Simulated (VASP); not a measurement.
Here is a VASP 6.6.1 calculation.

Contents of INCAR:

```
SYSTEM = BeS
PREC     = Accurate       ! precision mode
ENCUT    = 520            ! plane-wave cutoff, eV
EDIFF    = 1E-6           ! SCF threshold, eV
ISMEAR   = -1             ! smearing method
SIGMA    = 0.03           ! smearing width, eV
LREAL    = .FALSE.        ! projectors in reciprocal space
LASPH    = .TRUE.         ! aspherical terms in the spheres
NELM     = 80             ! most SCF steps
ALGO     = Normal         ! electronic algorithm
ISIF     = 2              ! what is computed and relaxed
LWAVE    = .FALSE.        ! write WAVECAR
LCHARG   = .FALSE.        ! write CHGCAR
GGA      = PE             ! functional
NBANDS   = 11             ! bands
```

File KPOINTS:

```
Automatic mesh
0
G
  10 10 10
  0 0 0
```

File POSCAR:

```
BeS
1.0
    0.0000000000      2.4351516489      2.4351516489
    2.4351516489      0.0000000000      2.4351516489
    2.4351516489      2.4351516489      0.0000000000
Be S
1 1
Direct
    0.0000000000      0.0000000000      0.0000000000
    0.2500000000      0.2500000000      0.2500000000
```

Potentials or basis: VASP PAW PBE potentials, release 64 (Be, S).

Launch:

```bash
$ cat potpaw_PBE.64/Be/POTCAR potpaw_PBE.64/S/POTCAR > POTCAR
$ mpirun -np 1 vasp_std > vasp.out
```

Task: Estimate the band gap on the k mesh.

Result: 3.14 eV, indirect (least direct gap 5.67 eV).

Task: Estimate the pressure.

Result: 0.3 GPa.

A k mesh can miss the band edges. A hybrid or GW would open this gap; PBE tends to underestimate it.
